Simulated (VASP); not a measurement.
# BeZn4O (P4/mmm) in VASP: single point with PBE

Aim: the single point of BeZn4O with PBE.

All numbers are computed with VASP 6.6.1; they aren't measurements. Logs are shortened: lines on timing, memory, paths and dates and some standing lists are left out, and cuts for length are marked.

**1. The cell of the first run**

Symmetry: P4/mmm, No. 123, tetragonal system. The conventional cell has a = 4.387 Å, b = 4.387 Å, c = 5.267 Å, α = 90.00°, β = 90.00°, γ = 90.00°. Within 2.9 Å of Be (site symmetry 4/mmm) lie 4 Zn at 2.19 Å. Zn (site symmetry mmm) has 6 Zn at 2.63 to 3.10 Å and 4 Be at 3.43 Å and 4 O at 3.43 Å within 3.5 Å. Within 2.9 Å of Zn (site symmetry mmm) lie 2 Be at 2.19 Å and 2 O at 2.19 Å and 2 Zn at 2.63 Å. Within 2.9 Å of O (site symmetry 4/mmm) lie 4 Zn at 2.19 Å.

**2. Single point, PBE**

INCAR reads:

```
PREC = Accurate
ENCUT = 600
EDIFF = 1E-6
ISMEAR = 0
SIGMA = 0.2
LREAL = False
LASPH = True
NELM = 120
ALGO = Normal
ISIF = 2
LWAVE = False
LCHARG = False
GGA = PE
NBANDS = 37
GGA_COMPAT = False
```

KPOINTS reads:

```
Automatic mesh
0
Gamma
  4 4 3
```

POSCAR reads:

```
BeZn4O
1.0
    4.3868623576      0.0000000000      0.0000000000
    0.0000000000      4.3868623576      0.0000000000
    0.0000000000      0.0000000000      5.2671495719
Be Zn O
1 4 1
Direct
    0.5000000000      0.5000000000      0.5000000000
    0.0000000000      0.5000000000      0.0000000000
    0.5000000000      0.0000000000      0.0000000000
    0.0000000000      0.5000000000      0.5000000000
    0.5000000000      0.0000000000      0.5000000000
    0.0000000000      0.0000000000      0.5000000000
```

Potentials or basis: VASP PAW PBE potentials, release 64 (Be, Zn, O).

On the command line:

```bash
$ cat potpaw_PBE.64/Be/POTCAR potpaw_PBE.64/Zn/POTCAR potpaw_PBE.64/O/POTCAR > POTCAR
$ mpirun -np 1 vasp_std > vasp.out
```

OUTCAR:

```text
PREC = Accurate
   ENCUT = 600
   EDIFF = 1E-6
   ISMEAR = 0
   LREAL = False
   LASPH = True
   NELM = 120
   ISIF = 2
   GGA = PE

 ion  position               nearest neighbor table
   1  0.500  0.500  0.500-   4 2.19   5 2.19   5 2.19   4 2.19
   2  0.000  0.500  0.000-   4 2.63   4 2.63
   3  0.500  0.000  0.000-   5 2.63   5 2.63
   4  0.000  0.500  0.500-   1 2.19   6 2.19   6 2.19   1 2.19   2 2.63   2 2.63
   5  0.500  0.000  0.500-   1 2.19   6 2.19   1 2.19   6 2.19   3 2.63   3 2.63
   6  0.000  0.000  0.500-   4 2.19   5 2.19   4 2.19   5 2.19

  LATTYP: Found a simple tetragonal cell.
 ALAT       =     4.3868623576
 C/A-ratio  =     1.2006644254

  Lattice vectors:

 A1 = (   4.3868623576,   0.0000000000,   0.0000000000)
 A2 = (   0.0000000000,   4.3868623576,   0.0000000000)
 A3 = (   0.0000000000,   0.0000000000,   5.2671495719)

Analysis of symmetry for initial positions (statically):
=====================================================================
 Subroutine PRICEL returns:
 Original cell was already a primitive cell.

 Routine SETGRP: Setting up the symmetry group for a
 simple tetragonal supercell.

 Subroutine GETGRP returns: Found 16 space group operations
 (whereof 16 operations were pure point group operations)
 out of a pool of 16 trial point group operations.

The static configuration has the point symmetry D_4h.

Analysis of symmetry for dynamics (positions and initial velocities):
=====================================================================
 Subroutine PRICEL returns:
 Original cell was already a primitive cell.

 Routine SETGRP: Setting up the symmetry group for a
 simple tetragonal supercell.

 Subroutine GETGRP returns: Found 16 space group operations
 (whereof 16 operations were pure point group operations)
 out of a pool of 16 trial point group operations.

The dynamic configuration has the point symmetry D_4h.

 Subroutine INISYM returns: Found 16 space group operations
 (whereof 16 operations are pure point group operations),
 and found     1 'primitive' translations

----------------------------------------------------------------------------------------

                                     Primitive cell

  volume of cell :     101.3640

[... 83 lines left out ...]
   EDIFF  = 0.1E-05   stopping-criterion for ELM
   LREAL  =      F    real-space projection
   EDIFFG = 0.1E-04   stopping-criterion for IOM
   NSW    =      0    number of steps for IOM
   IBRION =     -1    ionic relax: 0-MD 1-quasi-New 2-CG
   NFREE  =      0    steps in history (QN), initial steepest desc. (CG)
   ISIF   =      2    stress and relaxation
   ISYM   =      2    0-nonsym 1-usesym 2-fastsym
   POTIM  = 0.5000    time-step for ionic-motion
   TEBEG  =    0.0;   TEEND  =   0.0 temperature during run
   PSTRESS=    0.0 pullay stress
   NELECT =      56.0000    total number of electrons
   NUPDOWN=      -1.0000    fix difference up-down
   EMIN   =  10.00;   EMAX   =-10.00  energy-range for DOS
   EFERMI =   0.00;   METHOD = LEGACY
   ISMEAR =     0;   SIGMA  =   0.20  broadening in eV -4-tet -1-fermi 0-gaus
   EFERMI_NEDOS =   21; number of points for ismear=-14 and -15
   IALGO  =     38    algorithm
   IMIX   =      4    mixing-type and parameters
     AMIX     =   0.40;   BMIX     =  1.00
     AMIX_MAG =   1.60;   BMIX_MAG =  1.00
  volume/ion in A,a.u.               =      16.89       114.01
  Fermi-wavevector in a.u.,A,eV,Ry     =   1.343310  2.538488 24.551469  1.804482
  Thomas-Fermi vector in A             =   2.471394
   LORBIT       =      0    0 simple, 1 ext, 2 COOP (PROOUT), +10 PAW based schemes
   GGA     = PE    functional components
   LHFCALC =     F    Hartree Fock is set to
   AEXX    =    0.0000 exact exchange contribution
   IVDW    =     0    specifies the selected vdW correction
   LEPSILON=     F    determine dielectric tensor
   LRPA    =     F    only Hartree local field effects (RPA)
 non-spin polarized calculation
 Gauss-broadening in eV      SIGMA  =   0.20
  energy-cutoff  :      600.00
  volume of cell :      101.36
 maximum number of plane-waves:      3405
 NGX is ok and might be reduce to    36
   NGX = 17   NGY = 17   NGZ = 21

 number of electron      55.9999971 magnetization

 Free energy of the ion-electron system (eV)
  ---------------------------------------------------
  ext. energy  EPLUGINS =         0.00000000
  ---------------------------------------------------
  free energy    TOTEN  =       -10.95804807 eV

  energy without entropy =      -10.89866004  energy(sigma->0) =      -10.92835406

 E-fermi :   1.3416     XC(G=0):  -9.9416

 val. band max:        1.3123900704   @ k =   0.2500   0.2500   0.0000
 cond. band min:       1.3824483297   @ k =   0.5000   0.2500   0.0000
 fundamental gap:      0.0700582593
 Fermi energy:         1.3415570622

 k-point     1 :       0.0000    0.0000    0.0000
  band No.  band energies     occupation
      1     -16.1816      2.00000
      2      -6.7517      2.00000
      3      -6.2111      2.00000
      4      -6.0720      2.00000
      5      -5.9239      2.00000
      6      -5.9012      2.00000
[... 469 lines left out ...]
     36      10.9970      0.00000
     37      10.9975      0.00000

------------------------ aborting loop because EDIFF is reached ----------------------------------------

  FORCE on cell =-STRESS in cart. coord.  units (eV):
  Direction    XX          YY          ZZ          XY          YZ          ZX
  --------------------------------------------------------------------------------------
  -------------------------------------------------------------------------------------
  Total        0.3197923      0.3197923     -0.0965229      0.0000000      0.0000000      0.0000000
  in kB        5.0546952      5.0546952     -1.5256582      0.0000000      0.0000000      0.0000000
  external PRESSURE =       2.8612441 kB  Pullay stress =       0.0000000 kB

 VOLUME and BASIS-vectors are now :
 -----------------------------------------------------------------------------
  energy-cutoff  :      600.00
  volume of cell :      101.36
      direct lattice vectors                 reciprocal lattice vectors
     4.386862358  0.000000000  0.000000000     0.227953357  0.000000000  0.000000000
     0.000000000  4.386862358  0.000000000     0.000000000  0.227953357  0.000000000
     0.000000000  0.000000000  5.267149572     0.000000000  0.000000000  0.189856010

 POSITION                                       TOTAL-FORCE (eV/Angst)
 -----------------------------------------------------------------------------------
      2.19343      2.19343      2.63357         0.000000      0.000000      0.000000
      0.00000      2.19343      0.00000         0.000000      0.000000      0.000000
      2.19343      0.00000      0.00000         0.000000      0.000000      0.000000
      0.00000      2.19343      2.63357         0.000000      0.000000      0.000000
      2.19343      0.00000      2.63357         0.000000      0.000000      0.000000
      0.00000      0.00000      2.63357         0.000000      0.000000      0.000000
 -----------------------------------------------------------------------------------
    total drift:                                0.000000      0.000000      0.000000

  FREE ENERGIE OF THE ION-ELECTRON SYSTEM (eV)
  ---------------------------------------------------
  free  energy   TOTEN  =       -10.9580480733 eV

  energy  without entropy=      -10.8986600436  energy(sigma->0) =      -10.92835406
```

It took 28 s on 1 thread of AMD EPYC 9R45 (Zen 5), shared host; peak memory 0.2 GiB.

What came out:

* Free energy: -10.9580 eV
* Pressure: 0.3 GPa
* Band gap on the k mesh: zero (band 28 reaches 2.04 eV, above the bottom of band 29 at 1.28 eV)

Stress tensor (GPa, compression positive):
```
 0.51  0.00  0.00
 0.00  0.51  0.00
 0.00  0.00 -0.15
```

Caveat: the k points lie up to 0.40 Å⁻¹ apart.
